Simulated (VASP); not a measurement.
# SnO2 (P4_2/mnm) in VASP: a series of runs

SnO2 is run at these levels: PBE; tasks: single point.

All numbers are computed with VASP 6.6.1; they aren't measurements. Logs are shortened: lines on timing, memory, paths and dates and some standing lists are left out, and cuts for length are marked.

## 1. The cell of the first run

It takes space group P4_2/mnm (No. 136, tetragonal). Conventional cell: a = 4.827 Å, b = 4.827 Å, c = 3.238 Å, α = 90.00°, β = 90.00°, γ = 90.00°. Within 2.8 Å of Sn (site symmetry mmm) lie 6 O at 2.09 Å. O (site symmetry m2m) has 3 Sn at 2.09 Å and 1 O at 2.64 Å within 2.8 Å.

## 2. Single point, PBE

Contents of INCAR:

```
SYSTEM = SnO2
PREC = Accurate
ENCUT = 520
EDIFF = 1E-6
ISMEAR = 0
SIGMA = 0.02
LREAL = .False.
LASPH = .True.
NELM = 80
ALGO = Normal
ISIF = 2
LWAVE = .False.
LCHARG = .False.
GGA = PE
NBANDS = 35
```

Contents of KPOINTS:

```
regular mesh
0
Gamma
  6 6 8
  0 0 0
```

Contents of POSCAR:

```
SnO2
1.0
    4.8271899948      0.0000000000      0.0000000000
    0.0000000000      4.8271899948      0.0000000000
    0.0000000000      0.0000000000      3.2381523514
Sn O
2 4
Direct
    0.5000000000      0.5000000000      0.5000000000
    0.0000000000      0.0000000000      0.0000000000
    0.1934234795      0.8065765205      0.5000000000
    0.8065765205      0.1934234795      0.5000000000
    0.3065765205      0.3065765205      0.0000000000
    0.6934234795      0.6934234795      0.0000000000
```

Potentials or basis: VASP PAW PBE potentials, release 64 (Sn_d, O).

The run is started by

```console
cat potpaw_PBE.64/Sn_d/POTCAR potpaw_PBE.64/O/POTCAR > POTCAR
mpirun -np 1 vasp_std > vasp.out
```

OUTCAR:

```text
SYSTEM = SnO2
   PREC = Accurate
   ENCUT = 520
   EDIFF = 1E-6
   ISMEAR = 0
   LREAL = .False.
   LASPH = .True.
   NELM = 80
   ISIF = 2
   GGA = PE

 ion  position               nearest neighbor table
   1  0.500  0.500  0.500-   5 2.09   6 2.09   5 2.09   6 2.09   3 2.09   4 2.09
   2  0.000  0.000  0.000-   3 2.09   4 2.09   3 2.09   4 2.09   5 2.09   6 2.09
   3  0.193  0.807  0.500-   2 2.09   2 2.09   1 2.09
   4  0.807  0.193  0.500-   2 2.09   2 2.09   1 2.09
   5  0.307  0.307  0.000-   1 2.09   1 2.09   2 2.09
   6  0.693  0.693  0.000-   1 2.09   1 2.09   2 2.09

  LATTYP: Found a simple tetragonal cell.
 ALAT       =     4.8271899948
 C/A-ratio  =     0.6708151854

  Lattice vectors:

 A1 = (   4.8271899948,   0.0000000000,   0.0000000000)
 A2 = (   0.0000000000,   4.8271899948,   0.0000000000)
 A3 = (   0.0000000000,   0.0000000000,   3.2381523514)

Analysis of symmetry for initial positions (statically):
=====================================================================
 Subroutine PRICEL returns:
 Original cell was already a primitive cell.

 Routine SETGRP: Setting up the symmetry group for a
 simple tetragonal supercell.

 Subroutine GETGRP returns: Found 16 space group operations
 (whereof  8 operations were pure point group operations)
 out of a pool of 16 trial point group operations.

The static configuration has the point symmetry D_2h.
 The point group associated with its full space group is D_4h.

Analysis of symmetry for dynamics (positions and initial velocities):
=====================================================================
 Subroutine PRICEL returns:
 Original cell was already a primitive cell.

 Routine SETGRP: Setting up the symmetry group for a
 simple tetragonal supercell.

 Subroutine GETGRP returns: Found 16 space group operations
 (whereof  8 operations were pure point group operations)
 out of a pool of 16 trial point group operations.

The dynamic configuration has the point symmetry D_2h.
 The point group associated with its full space group is D_4h.

 Subroutine INISYM returns: Found 16 space group operations
 (whereof  8 operations are pure point group operations),
 and found     1 'primitive' translations

----------------------------------------------------------------------------------------

                                     Primitive cell

  volume of cell :      75.4547

  direct lattice vectors                    reciprocal lattice vectors
     4.827189995  0.000000000  0.000000000     0.207159859  0.000000000  0.000000000
     0.000000000  4.827189995  0.000000000     0.000000000  0.207159859  0.000000000
     0.000000000  0.000000000  3.238152351     0.000000000  0.000000000  0.308818082

  length of vectors
     4.827189995  4.827189995  3.238152351     0.207159859  0.207159859  0.308818082

  position of ions in fractional coordinates (direct lattice)
     0.500000000  0.500000000  0.500000000
     0.000000000  0.000000000  0.000000000
     0.193423479  0.806576521  0.500000000
     0.806576521  0.193423479  0.500000000
     0.306576521  0.306576521  0.000000000
     0.693423479  0.693423479  0.000000000

  ion indices of the primitive-cell ions
   primitive index   ion index
                 1           1
                 2           2
                 3           3
                 4           4
                 5           5
                 6           6

----------------------------------------------------------------------------------------

 KPOINTS: regular mesh

Automatic generation of k-mesh.
 Grid dimensions read from file:
 generate k-points for:    6    6    8

 Generating k-lattice:

  Cartesian coordinates                     Fractional coordinates (reciprocal lattice)
     0.034526643  0.000000000  0.000000000     0.166666667  0.000000000  0.000000000
     0.000000000  0.034526643  0.000000000     0.000000000  0.166666667  0.000000000
     0.000000000  0.000000000  0.038602260     0.000000000  0.000000000  0.125000000

  Length of vectors
     0.034526643  0.034526643  0.038602260

  Shift w.r.t. Gamma in fractional coordinates (k-lattice)
     0.000000000  0.000000000  0.000000000

 Subroutine IBZKPT returns following result:
 ===========================================

 Found     50 irreducible k-points:

 Following reciprocal coordinates:
            Coordinates               Weight
  0.000000  0.000000  0.000000      1.000000
  0.166667  0.000000  0.000000      4.000000
  0.333333  0.000000  0.000000      4.000000
  0.500000  0.000000  0.000000      2.000000
  0.166667  0.166667  0.000000      4.000000
  0.333333  0.166667  0.000000      8.000000
[... 16 lines left out ...]
  0.333333  0.000000  0.250000      8.000000
  0.500000  0.000000  0.250000      4.000000
 [... further k-points ...]
   k-points           NKPTS =     50   k-points in BZ     NKDIM =     50   number of bands    NBANDS=     35
   number of dos      NEDOS =    301   number of ions     NIONS =      6
   total plane-waves  NPLWV =  31104
   dimension x,y,z NGX =    36 NGY =   36 NGZ =   24
   dimension x,y,z NGXF=    72 NGYF=   72 NGZF=   48
   ions per type =               2   4
   NGX,Y,Z   is equivalent  to a cutoff of  12.40, 12.40, 12.32 a.u.
   NGXF,Y,Z  is equivalent  to a cutoff of  24.80, 24.80, 24.64 a.u.
 SYSTEM =  SnO2
   PREC   = accura    normal or accurate (medium, high low for compatibility)
   ISTART =      0    job   : 0-new  1-cont  2-samecut
   ICHARG =      2    charge: 1-file 2-atom 10-const
   ISPIN  =      1    spin polarized calculation?
   LNONCOLLINEAR =      F non collinear calculations
   LSORBIT =      F    spin-orbit coupling
   LASPH  =      T    aspherical Exc in radial PAW
   ENCUT  =  520.0 eV  38.22 Ry    6.18 a.u.   8.98  8.98  6.02*2*pi/ulx,y,z
   NELM   =     80;   NELMIN=  2; NELMDL= -5     # of ELM steps
   EDIFF  = 0.1E-05   stopping-criterion for ELM
   LREAL  =      F    real-space projection
   EDIFFG = 0.1E-04   stopping-criterion for IOM
   NSW    =      0    number of steps for IOM
   IBRION =     -1    ionic relax: 0-MD 1-quasi-New 2-CG
   NFREE  =      0    steps in history (QN), initial steepest desc. (CG)
   ISIF   =      2    stress and relaxation
   ISYM   =      2    0-nonsym 1-usesym 2-fastsym
   POTIM  = 0.5000    time-step for ionic-motion
   TEBEG  =    0.0;   TEEND  =   0.0 temperature during run
   PSTRESS=    0.0 pullay stress
   NELECT =      52.0000    total number of electrons
   NUPDOWN=      -1.0000    fix difference up-down
   EMIN   =  10.00;   EMAX   =-10.00  energy-range for DOS
   EFERMI =   0.00;   METHOD = LEGACY
   ISMEAR =     0;   SIGMA  =   0.02  broadening in eV -4-tet -1-fermi 0-gaus
   EFERMI_NEDOS =   21; number of points for ismear=-14 and -15
   IALGO  =     38    algorithm
   IMIX   =      4    mixing-type and parameters
     AMIX     =   0.40;   BMIX     =  1.00
     AMIX_MAG =   1.60;   BMIX_MAG =  1.00
  volume/ion in A,a.u.               =      12.58        84.87
  Fermi-wavevector in a.u.,A,eV,Ry     =   1.446041  2.732621 28.450251  2.091034
  Thomas-Fermi vector in A             =   2.564155
   LORBIT       =      0    0 simple, 1 ext, 2 COOP (PROOUT), +10 PAW based schemes
   GGA     = PE    functional components
   LHFCALC =     F    Hartree Fock is set to
   AEXX    =    0.0000 exact exchange contribution
   IVDW    =     0    specifies the selected vdW correction
   LEPSILON=     F    determine dielectric tensor
   LRPA    =     F    only Hartree local field effects (RPA)
 non-spin polarized calculation
 Gauss-broadening in eV      SIGMA  =   0.02
  energy-cutoff  :      520.00
  volume of cell :       75.45
 maximum number of plane-waves:      2068
 NGX is ok and might be reduce to    36
   NGX = 17   NGY = 17   NGZ = 13

 number of electron      52.0000002 magnetization

 Free energy of the ion-electron system (eV)
  ---------------------------------------------------
  ext. energy  EPLUGINS =         0.00000000
  ---------------------------------------------------
  free energy    TOTEN  =       -37.31095961 eV

  energy without entropy =      -37.31095961  energy(sigma->0) =      -37.31095961

 E-fermi :   5.6707     XC(G=0): -10.9765

 val. band max:        5.5324171833   @ k =   0.0000   0.0000   0.0000
 cond. band min:       6.2021645258   @ k =   0.0000   0.0000   0.0000
 fundamental gap:      0.6697473425
 Fermi energy:         5.6707479973

 k-point     1 :       0.0000    0.0000    0.0000
  band No.  band energies     occupation
      1     -15.5032      2.00000
      2     -14.8386      2.00000
      3     -14.6454      2.00000
      4     -14.6182      2.00000
      5     -14.6182      2.00000
      6     -14.5525      2.00000
[... 27 lines left out ...]
     34      17.0162      0.00000
     35      17.7909      0.00000

 k-point     2 :       0.1667    0.0000    0.0000
  band No.  band energies     occupation
      1     -15.4658      2.00000
      2     -14.8805      2.00000
      3     -14.6446      2.00000
      4     -14.6167      2.00000
      5     -14.6166      2.00000
      6     -14.5810      2.00000
[... 27 lines left out ...]
     34      17.1173      0.00000
     35      17.7902      0.00000

 k-point     3 :       0.3333    0.0000    0.0000
  band No.  band energies     occupation
      1     -15.3578      2.00000
      2     -15.0138      2.00000
      3     -14.6419      2.00000
      4     -14.6189      2.00000
      5     -14.6137      2.00000
      6     -14.6135      2.00000
[... 27 lines left out ...]
     34      17.4782      0.00000
     35      17.7713      0.00000
[... 723 lines left out ...]
 k-point    23 :       0.3333    0.0000    0.2500
  band No.  band energies     occupation
      1     -15.2625      2.00000
      2     -15.1405      2.00000
      3     -14.8595      2.00000
      4     -14.6775      2.00000
      5     -14.5525      2.00000
      6     -14.5457      2.00000
[... 27 lines left out ...]
     34      17.4125      0.00000
     35      17.7620      0.00000

 k-point    24 :       0.5000    0.0000    0.2500
  band No.  band energies     occupation
      1     -15.2197      2.00000
      2     -15.2197      2.00000
      3     -14.7549      2.00000
      4     -14.7549      2.00000
      5     -14.5482      2.00000
      6     -14.5482      2.00000
[... 27 lines left out ...]
     34      17.5194      0.00000
     35      17.8020      0.00000

 [... further k-points ...]
[... 5 lines left out ...]
  --------------------------------------------------------------------------------------
  -------------------------------------------------------------------------------------
  Total        0.2499557      0.2499557      0.3844636     -0.0000000      0.0000000      0.0000000
  in kB        5.3074694      5.3074694      8.1635628     -0.0000000      0.0000000      0.0000000
  external PRESSURE =       6.2595006 kB  Pullay stress =       0.0000000 kB

 VOLUME and BASIS-vectors are now :
 -----------------------------------------------------------------------------
  energy-cutoff  :      520.00
  volume of cell :       75.45
      direct lattice vectors                 reciprocal lattice vectors
     4.827189995  0.000000000  0.000000000     0.207159859  0.000000000  0.000000000
     0.000000000  4.827189995  0.000000000     0.000000000  0.207159859  0.000000000
     0.000000000  0.000000000  3.238152351     0.000000000  0.000000000  0.308818082

 POSITION                                       TOTAL-FORCE (eV/Angst)
 -----------------------------------------------------------------------------------
      2.41359      2.41359      1.61908         0.000000      0.000000     -0.000000
      0.00000      0.00000      0.00000         0.000000      0.000000     -0.000000
      0.93369      3.89350      1.61908         0.011732     -0.011732     -0.000000
      3.89350      0.93369      1.61908        -0.011732      0.011732      0.000000
      1.47990      1.47990      0.00000        -0.011732     -0.011732     -0.000000
      3.34729      3.34729      0.00000         0.011732      0.011732      0.000000
 -----------------------------------------------------------------------------------
    total drift:                                0.000000      0.000000      0.000000

  FREE ENERGIE OF THE ION-ELECTRON SYSTEM (eV)
  ---------------------------------------------------
  free  energy   TOTEN  =       -37.3109596102 eV

  energy  without entropy=      -37.3109596102  energy(sigma->0) =      -37.31095961
```

It took 80 s on 1 thread of AMD EPYC 7R13 (Zen 3), shared host; peak memory 0.21 GiB.

Results:

- Free energy: -37.3110 eV
- Pressure: 0.6 GPa
- Largest force: 0.017 eV/Å
- Band gap on the k mesh: 0.67 eV, direct

Forces on the atoms (eV/Å):
```
Sn   0.000  0.000  0.000
Sn   0.000  0.000  0.000
O    0.012 -0.012  0.000
O   -0.012  0.012  0.000
O   -0.012 -0.012  0.000
O    0.012  0.012  0.000
```

Levels at points of the mesh, in eV from the valence-band top:
```csv
k point,band 22,band 23,band 24,band 25,band 26,band 27,band 28,band 29,band 30,band 31
"(0.00, 0.00, 0.00)",-1.26,-1.26,-0.74,-0.74,0.00,0.67,5.69,6.06,6.06,10.12
"(0.50, 0.00, 0.00)",-1.90,-1.21,-1.21,-0.61,-0.61,3.88,3.88,6.81,6.81,10.40
"(0.50, 0.50, 0.00)",-1.87,-1.33,-1.33,-0.85,-0.85,4.27,4.27,7.15,7.15,10.48
"(0.00, 0.00, 0.50)",-2.58,-1.53,-1.53,-1.18,-1.18,5.59,5.59,9.36,9.36,10.31
"(0.50, 0.00, 0.50)",-1.66,-1.02,-1.02,-0.75,-0.75,5.85,5.85,7.61,7.61,10.57
"(0.50, 0.50, 0.50)",-2.43,-0.92,-0.92,-0.78,-0.78,4.35,4.35,8.61,8.61,10.57
```

Caveat: spin-orbit coupling is left out, which moves the levels of the heavy elements.

## 3. Single point, PBE

Contents of INCAR:

```
ALGO = Normal ; EDIFF = 1E-6
ENCUT = 520 ; GGA = PE
ISIF = 2 ; ISMEAR = 0
LASPH = T ; LCHARG = F
LREAL = F ; LWAVE = F
NBANDS = 35 ; NELM = 80
PREC = Accurate ; SIGMA = 0.02
```

Contents of KPOINTS:

```
k-points
0
Gamma
  6 6 8
```

POSCAR is that of step 2.

Potentials or basis: VASP PAW PBE potentials, release 64 (Sn_d, O).

The run is started by

```console
cat potpaw_PBE.64/Sn_d/POTCAR potpaw_PBE.64/O/POTCAR > POTCAR
mpirun -np 1 vasp_std > vasp.out
```

It took 78 s on 1 thread of AMD EPYC 7R13 (Zen 3), shared host; peak memory 0.21 GiB.

Results (log left out):

| Property | Result |
| --- | --- |
| Free energy | -37.3110 eV |
| Pressure | 0.6 GPa |
| Largest force | 0.017 eV/Å |
| Band gap on the k mesh | 0.67 eV, direct |

Forces in eV/Å, atoms in the order of the input:
```
Sn   0.000  0.000  0.000
Sn   0.000  0.000  0.000
O    0.012 -0.012  0.000
O   -0.012  0.012  0.000
O   -0.012 -0.012  0.000
O    0.012  0.012  0.000
```

Stress tensor (GPa, compression positive):
```
0.53 0.00 0.00
0.00 0.53 0.00
0.00 0.00 0.82
```

Levels at points of the mesh, in eV from the valence-band top:
```csv
k point,band 24,band 25,band 26,band 27,band 28,band 29
"(0.00, 0.00, 0.00)",-0.74,-0.74,0.00,0.67,5.69,6.06
"(0.50, 0.00, 0.00)",-1.21,-0.61,-0.61,3.88,3.88,6.81
"(0.50, 0.50, 0.00)",-1.33,-0.85,-0.85,4.27,4.27,7.15
"(0.00, 0.00, 0.50)",-1.53,-1.18,-1.18,5.59,5.59,9.36
"(0.50, 0.00, 0.50)",-1.02,-0.75,-0.75,5.85,5.85,7.61
"(0.50, 0.50, 0.50)",-0.92,-0.78,-0.78,4.35,4.35,8.61
```

Caveat: spin-orbit coupling is left out, which moves the levels of the heavy elements.
